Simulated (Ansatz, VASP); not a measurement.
**CdS: VASP beside Ansatz**

File INCAR:

```
  ALGO = Normal
  EDIFF = 1E-6
  EDIFFG = -0.01
  ENCUT = 600
  GGA = PE
  IBRION = 2
  ISIF = 3
  ISMEAR = 0
  LASPH = T
  LCHARG = F
  LREAL = F
  LWAVE = F
  NELM = 60
  NSW = 100
  PREC = Accurate
  SIGMA = 0.02
```

File KPOINTS:

```
k-points
0
Gamma
  8 8 8
```

The input POSCAR:

```
CdS
1.0
    0.0000000000      2.9100000900      2.9100000900
    2.9100000900      0.0000000000      2.9100000900
    2.9100000900      2.9100000900      0.0000000000
Cd S
1 1
Direct
    0.0000000000      0.0000000000      0.0000000000
    0.2500000000      0.2500000000      0.2500000000
```

Input for Ansatz:

```yaml
crystal:
  lattice:
    - [0.0, 2.91000009, 2.91000009]
    - [2.91000009, 0.0, 2.91000009]
    - [2.91000009, 2.91000009, 0.0]
  atoms:
    - { symbol: Cd, position: [0.0, 0.0, 0.0] }
    - { symbol: S, position: [0.25, 0.25, 0.25] }
basis:
  ecutwfc: 420
kpoints:
  mp_grid: { grid: [8, 8, 8] }
hamiltonian:
  xc: pbe
scf:
  occupations: { method: gaussian, width: 0.02 }
output:
  forces: true
  stress: true
  eigenvalues: true
relax:
  adjacent_minimum: "off"
  f_tol: 0.01
  max_steps: 80
  cell: { stress_tol: 0.05 }
```

Alike in both runs: task relaxation of cell and atoms; functional PBE; k mesh 8 × 8 × 8; occupations gaussian, width 0.02 eV; no spin polarisation.

|  | VASP | Ansatz |
| --- | --- | --- |
| version | VASP 6.6.1 | Ansatz 0.2.0 |
| potentials or method | VASP PAW PBE potentials, release 64 (Cd, S), cutoff 600 eV | scalar-relativistic, plane waves, PAW |
| valence electrons in the cell | 18 | 26 |

|  | VASP | Ansatz | Ansatz less VASP |
| --- | --- | --- | --- |
| gap on the k mesh at the Fermi level, each at its own relaxed structure (eV) | 1.03 | 1.04 | +0.009 |
| relaxed volume (Å³/atom) | 26.15 | 26.02 | -0.129 |
| relaxed cell length with the largest relative difference (Å) | 4.197 | 4.191 | -0.0069 |

VASP's potentials hold 18 valence electrons a cell and Ansatz's 26, so a difference there can come from the potentials and not from the codes.
